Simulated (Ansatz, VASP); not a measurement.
# Two plane-wave programs on LiCl

The input INCAR:

```
SYSTEM = LiCl
ALGO = Normal
EDIFF = 1E-7
ENCUT = 520
GGA = PS
ISIF = 2
ISMEAR = 0
LASPH = .TRUE.
LCHARG = .FALSE.
LREAL = .FALSE.
LWAVE = .FALSE.
NBANDS = 12
NELM = 100
PREC = Accurate
SIGMA = 0.05
```

Contents of KPOINTS:

```
k-points
0
G
  8 8 8
  0 0 0
```

File POSCAR:

```
LiCl
1.0
    0.0000000000      2.5647600000      2.5647600000
    2.5647600000      0.0000000000      2.5647600000
    2.5647600000      2.5647600000      0.0000000000
Li Cl
1 1
Direct
    0.0000000000      0.0000000000      0.0000000000
    0.5000000000      0.5000000000      0.5000000000
```

Input for Ansatz:

```yaml
crystal:
  lattice:
    - [0.0, 2.56476, 2.56476]
    - [2.56476, 0.0, 2.56476]
    - [2.56476, 2.56476, 0.0]
  atoms:
    - { symbol: Li, position: [0.0, 0.0, 0.0] }
    - { symbol: Cl, position: [0.5, 0.5, 0.5] }
basis:
  ecutwfc: 420
kpoints:
  mp_grid: { grid: [8, 8, 8] }
hamiltonian:
  xc: pbesol
scf:
  occupations: { method: gaussian, width: 0.05 }
output:
  forces: true
  stress: true
  eigenvalues: true
```

Alike in both runs: task single point; functional PBEsol; k mesh 8 × 8 × 8; occupations gaussian, width 0.05 eV; no spin polarisation.

|  | VASP | Ansatz |
| --- | --- | --- |
| version | VASP 6.6.1 | Ansatz 0.2.0 |
| potentials or method | VASP PAW PBE potentials, release 64 (Li_sv, Cl), cutoff 520 eV | scalar-relativistic, plane waves, PAW |
| valence electrons in the cell | 10 | 10 |

|  | VASP | Ansatz | Ansatz less VASP |
| --- | --- | --- | --- |
| gap on the k mesh at the Fermi level (eV) | 6.14 | 6.13 | -0.010 |
| least direct gap on the mesh (eV) | 6.14 | 6.13 | -0.010 |

VASP's potentials were made for PBE, not for PBEsol.

Noted on VASP's run: the cutoff is short for stress, so the pressure is rough.
